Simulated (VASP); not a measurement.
Crystal: RbBr.

```xyz
2
Lattice="4.1279 0.0000 0.0000 0.0000 4.1279 0.0000 0.0000 0.0000 3.9834" Properties=species:S:1:pos:R:3 pbc="T T T"
Rb    0.0000    0.0000    0.0000
Br    2.0640    2.0640    1.9917
```

This cell differs from its parent crystal: uniaxial z strain -3.5%.

Base run:

```yaml
Program: VASP 6.6.1
Functional: r2SCAN
Potentials_or_basis: VASP PAW PBE potentials, release 64 (Rb_sv, Br)
Cutoff: 520 eV
k_mesh: 6 × 6 × 6
Occupations: gaussian, width 0.01 eV
Spin: no spin polarisation
```

Its results: band gap on the k mesh 4.83 eV, indirect (least direct gap 4.97 eV); pressure 0.7 GPa.

Task: The run is repeated on the same cell with these changes: functional from r2SCAN to HSE06; k mesh from 6 × 6 × 6 to 4 × 4 × 4. What comes out?

Result: Band gap on the k mesh 5.26 eV, indirect (least direct gap 5.41 eV); pressure 1.1 GPa.

Several settings changed at once, so the effect can't be laid on one alone.

Caveats: the PAW data sets were made with another functional, which shifts forces and pressure a little.

A k mesh can miss the band edges.
